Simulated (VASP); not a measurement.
Here is a VASP 6.6.1 calculation.

INCAR

```
SYSTEM = Zn
  ALGO = Fast
  EDIFF = 1E-6
  ENCUT = 520
  GGA = PE
  ISIF = 2
  ISMEAR = 0
  LASPH = .True.
  LCHARG = .False.
  LREAL = .False.
  LWAVE = .False.
  NBANDS = 19
  NELM = 80
  PREC = Accurate
  SIGMA = 0.1
```

File KPOINTS:

```
k-points
0
Gamma
  18 18 8
  0 0 0
```

The input POSCAR:

```
Zn
1.0
    2.5876255403      0.0000000000      0.0000000000
   -1.2938127702      2.2409494534      0.0000000000
    0.0000000000      0.0000000000      4.6554296681
Zn
2
Direct
    0.3333333333      0.6666666667      0.2500000000
    0.6666666667      0.3333333333      0.7500000000
```

Potentials or basis: VASP PAW PBE potentials, release 64 (Zn).

The run is started by

```console
$ cat potpaw_PBE.64/Zn/POTCAR > POTCAR
$ mpirun -np 1 vasp_std > vasp.out
```

(1) Predict the band gap on the k mesh.

(2) Predict the pressure.

## Answers

(1) zero (bands 12 and 13 overlap by 4.08 eV).

(2) 11.2 GPa.

Caveat: the cell stands under pressure.
